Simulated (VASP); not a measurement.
Wanted: the native input for a VASP 6.6.1 run.

```yaml
Task: electric field gradients
Functional: PBE
Potentials_or_basis: VASP PAW PBE potentials, release 64 (Ca_sv, Mg, N)
Cutoff: 520 eV
k_mesh: 5 × 5 × 5
Occupations: fermi-dirac, width 0.02 eV
Spin: no spin polarisation
Dipole_correction: no
Further_INCAR_settings: LREAL = Auto; ALGO = Normal; EDIFF = 1e-08; NBANDS = 65
```

The structure of Ca7Mg2N6 lies in POSCAR:

```
Ca7Mg2N6
1.0
    3.0711655098     -6.3302062947      0.0000000000
    3.0711655098      6.3302062947      0.0000000000
   -0.5124339234      0.0000000000      6.4027999666
Ca Mg N
7 2 6
Direct
    0.5000000000      0.5000000000      0.0000000000
    0.3775493800      0.6224506200      0.5000000000
    0.6224506200      0.3775493800      0.5000000000
    0.9776749300      0.3227162600      0.8251297400
    0.3227162600      0.9776749300      0.8251297400
    0.0223250700      0.6772837400      0.1748702600
    0.6772837400      0.0223250700      0.1748702600
    0.8790467700      0.8790467700      0.6730615500
    0.1209532300      0.1209532300      0.3269384500
    0.9050761600      0.6151795600      0.8037095600
    0.6151795600      0.9050761600      0.8037095600
    0.0949238400      0.3848204400      0.1962904400
    0.3848204400      0.0949238400      0.1962904400
    0.7554572600      0.7554572600      0.3407874900
    0.2445427400      0.2445427400      0.6592125100
```

One way to write it, as run:

INCAR

```
PREC = Accurate
ENCUT = 520
EDIFF = 1E-8
ISMEAR = -1
SIGMA = 0.02
LREAL = Auto
LASPH = True
NELM = 100
ALGO = Normal
ISIF = 2
LWAVE = False
LCHARG = False
GGA = PE
LEFG = True
NBANDS = 65
```

KPOINTS

```
Automatic mesh
0
Gamma
  5 5 5
```

Potentials or basis: VASP PAW PBE potentials, release 64 (Ca_sv, Mg, N).

Launch:

```console
$ cat potpaw_PBE.64/Ca_sv/POTCAR potpaw_PBE.64/Mg/POTCAR potpaw_PBE.64/N/POTCAR > POTCAR
$ mpirun -np 1 vasp_std > vasp.out
```

It gave:

```
Pressure                                : 0.0 GPa
Largest force                           : 0.024 eV/Å
Band gap on the k mesh                  : 1.18 eV
Largest electric field gradient by atom : Ca -31.8, -76.3, -39.1 (each value once); Mg -7.1; N +25.3, +7.4 (each value once) V/Å²
```

Caveat: without QUAD_EFG the Cq values of the log hold for a quadrupole moment of 1 mb, not for the nuclei.

Run time: 12 min on 1 thread of Intel(R) Xeon(R) 6975P-C (Granite Rapids), on a shared host, peak memory 0.63 GiB.
